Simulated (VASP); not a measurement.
Wanted: the native input for a VASP 6.6.1 run.

```
Task                    : density of states
Functional              : PBEsol
Potentials or basis     : VASP PAW PBE potentials, release 64 (Al, Ni)
Cutoff                  : 520 eV
k mesh                  : 14 × 14 × 14
Occupations             : gaussian, width 0.1 eV
Spin                    : no spin polarisation
Dipole correction       : no
k mesh for the DOS      : 21 × 21 × 21
Occupations for the DOS : tetrahedron
Further INCAR settings  : ALGO = Fast; EDIFF = 1e-06
```

The system is AlNi3.

```
CELL_PARAMETERS angstrom
0.00000 2.79841 2.79841
2.79841 0.00000 2.79841
2.79841 2.79841 0.00000
ATOMIC_POSITIONS crystal
Al 0.50000 0.50000 0.50000
Ni 0.25000 0.25000 0.25000
Ni 0.00000 0.00000 0.00000
Ni 0.75000 0.75000 0.75000
```

The input as run:

POSCAR

```
AlNi3
1.0
    0.0000000000      2.7984078661      2.7984078661
    2.7984078661      0.0000000000      2.7984078661
    2.7984078661      2.7984078661      0.0000000000
Al Ni
1 3
Direct
    0.5000000000      0.5000000000      0.5000000000
    0.2500000000      0.2500000000      0.2500000000
    0.0000000000      0.0000000000      0.0000000000
    0.7500000000      0.7500000000      0.7500000000
```

INCAR.step1

```
PREC = Accurate
ENCUT = 520
EDIFF = 1E-6
ISMEAR = 0
SIGMA = 0.1
LREAL = False
LASPH = True
NELM = 100
ALGO = Fast
ISIF = 2
LWAVE = False
LCHARG = True
LMAXMIX = 4
GGA = PS
NBANDS = 24
```

KPOINTS.step1

```
Automatic mesh
0
Gamma
  14 14 14
```

INCAR.step2

```
PREC = Accurate
ENCUT = 520
EDIFF = 1E-6
ISMEAR = -5
SIGMA = 0.1
LREAL = False
LASPH = True
NELM = 100
ALGO = Fast
ISIF = 2
LWAVE = False
LCHARG = False
LMAXMIX = 4
GGA = PS
LORBIT = 11
NEDOS = 2001
ICHARG = 11
```

KPOINTS.step2

```
Automatic mesh
0
Gamma
  21 21 21
```

Potentials or basis: VASP PAW PBE potentials, release 64 (Al, Ni).

Launch:

```console
$ cat potpaw_PBE.64/Al/POTCAR potpaw_PBE.64/Ni/POTCAR > POTCAR
$ cp INCAR.step1 INCAR
$ cp KPOINTS.step1 KPOINTS
$ mpirun -np 1 vasp_std > vasp.out
$ cp INCAR.step2 INCAR
$ cp KPOINTS.step2 KPOINTS
$ mpirun -np 1 vasp_std > vasp.out
```

It gave:

```yaml
Valence_electrons_inside_the_program's_atomic_spheres: Al 0.82; Ni 9.47, 9.43
```

Wall time 8.2 min on 1 thread of AMD EPYC 7R13 Processor (Zen 3), with other jobs on the host, peak memory 0.31 GiB.
